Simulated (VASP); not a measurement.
A run of VASP 6.6.1 is set up as follows.

INCAR

```
SYSTEM = Si
  PREC = Accurate
  ENCUT = 520
  EDIFF = 1E-6
  ISMEAR = 0
  SIGMA = 0.02
  LREAL = Auto
  LASPH = .True.
  NELM = 100
  ALGO = Normal
  ISIF = 2
  LWAVE = .False.
  LCHARG = .True.
  GGA = PE
  LELF = .True.
  LVHAR = .True.
  NBANDS = 48
```

The input KPOINTS:

```
regular mesh
0
Gamma
  2 2 2
  0 0 0
```

File POSCAR:

```
Si
1.0
    0.0000000000      5.4300000000      5.4300000000
    5.4300000000      0.0000000000      5.4300000000
    5.4300000000      5.4300000000      0.0000000000
Si
17
Direct
   -0.0044828729     -0.0038657459     -0.0020626151
    0.1363458564      0.1374081031      0.0890679558
    0.0126116943      0.0138199816      0.4600603131
    0.1172955801      0.1178425414      0.6189950276
   -0.0044920810      0.5106097606     -0.0019723757
    0.1187558011      0.6242031308      0.1331195212
   -0.0125292818      0.5039456722      0.5049661142
    0.1172048803      0.6461689687      0.6190873849
    0.5094876611     -0.0038219153     -0.0016709024
    0.6235339779      0.1193989871      0.1330638122
    0.5031811234     -0.0116024862      0.5049645488
    0.6450269797      0.1177728361      0.6194711786
    0.4922802026      0.4929603131      0.0219954880
    0.6235408840      0.6241896869      0.1330637201
    0.5031472376      0.5035693370      0.5049831492
    0.6166437385      0.6175641805      0.6483691529
    0.2660759669      0.2677006446      0.6987840700
```

Potentials or basis: VASP PAW PBE potentials, release 64 (Si).

Run with:

```console
$ cat potpaw_PBE.64/Si/POTCAR > POTCAR
$ mpirun -np 1 vasp_std > vasp.out
```

Question: Predict the band gap on the k mesh.

Answer: Zero (band 34 reaches 6.90 eV, above the bottom of band 35 at 6.76 eV).

Question: What does it give for the pressure?

Answer: 5.0 GPa.

Forces on the atoms (eV/Å):
```
Si   0.004  0.003  0.041
Si   0.095  0.096 -0.095
Si   0.068  0.066 -0.068
Si   0.022  0.022  0.094
Si  -0.041  0.002 -0.004
Si  -0.017 -0.030  0.017
Si  -0.021 -0.027  0.020
Si  -0.096  0.023 -0.022
Si   0.001 -0.039 -0.001
Si  -0.031 -0.019  0.017
Si  -0.030 -0.026  0.018
Si   0.026 -0.100 -0.025
Si  -0.047 -0.044  0.047
Si  -0.015 -0.018  0.029
Si  -0.018 -0.025  0.032
Si  -0.055 -0.052  0.053
Si   0.152  0.167 -0.151
```

Caveat: the k points lie up to 0.50 Å⁻¹ apart.
